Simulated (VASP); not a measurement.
## Si3H2C4: single point with PBEsol

Si3H2C4, a slab with vacuum:

```
CELL_PARAMETERS angstrom
6.16124 0.00000 0.00000
0.00000 3.08062 0.00000
0.00000 0.00000 20.03739
ATOMIC_POSITIONS crystal
C 0.50000 0.50000 0.23219
C 0.00000 0.50000 0.23219
C 0.75000 0.00000 0.34090
C 0.25000 0.00000 0.34090
C 0.99358 0.50000 0.45720
C 0.50505 0.50000 0.43762
C 0.38879 0.00000 0.53222
C 0.60936 0.00000 0.54680
Si 0.25000 0.50000 0.28654
Si 0.75000 0.50000 0.28654
Si 0.50137 0.00000 0.38963
Si 0.99647 0.00000 0.39810
Si 0.71827 0.50000 0.50584
Si 0.27052 0.50000 0.49796
H 0.50000 0.22490 0.19836
H 0.50000 0.77510 0.19836
H 0.00000 0.77473 0.19824
H 0.00000 0.22527 0.19824
```

- Program: VASP 6.6.1
- Task: single point
- Functional: PBEsol
- Potentials or basis: VASP PAW PBE potentials, release 64 (C, Si, H)
- Cutoff: 520 eV
- k mesh: 4 × 8 × 1
- Occupations: gaussian, width 0.05 eV
- Spin: no spin polarisation
- Dipole correction: yes
- Further INCAR settings: LREAL = Auto; ALGO = Normal; EDIFF = 1e-07; NBANDS = 45

```yaml
Largest_force: 2.322 eV/Å
Band_gap_on_the_k_mesh: 0.04 eV, indirect (least direct gap 0.88 eV)
```

Forces in eV/Å, atoms in the order of the input:
```
C    0.001  0.000  0.743
C    0.000  0.000  0.521
C    1.159  0.000 -0.880
C   -1.179  0.000 -0.359
C    0.003  0.000  0.022
C    0.007  0.000 -0.016
C   -0.054  0.000  2.321
C    0.067  0.000 -1.025
Si  -0.520  0.000 -0.604
Si   0.516  0.000 -0.629
Si   0.020  0.000  0.000
Si  -0.002  0.000 -0.003
Si   0.019  0.000 -0.020
Si  -0.038  0.000  0.019
H   -0.002 -0.027 -0.020
H   -0.002  0.027 -0.020
H    0.002  0.028 -0.025
H    0.002 -0.028 -0.025
```

Levels at points of the mesh, in eV from the valence-band top:
```csv
k point,band 26,band 27,band 28,band 29,band 30,band 31,band 32,band 33,band 34,band 35
"(0.00, 0.00, 0.00)",-2.15,-1.61,-1.42,-1.34,-0.23,0.83,1.39,2.76,2.93,3.53
"(0.50, 0.00, 0.00)",-2.46,-1.91,-1.52,-1.35,0.00,0.88,2.40,2.97,3.29,3.56
"(0.00, 0.50, 0.00)",-2.55,-2.27,-2.09,-2.07,-1.58,0.04,1.57,2.86,3.31,3.73
"(0.50, 0.50, 0.00)",-3.91,-3.34,-2.85,-2.40,-1.99,0.71,2.39,2.75,3.22,3.50
```

Run time: 5.5 min on 1 thread of AMD EPYC 9R45 96-Core Processor (Zen 5), with other jobs on the host, peak memory 0.48 GiB.

Caveat: the PAW data sets were made with another functional, which shifts forces and pressure a little.
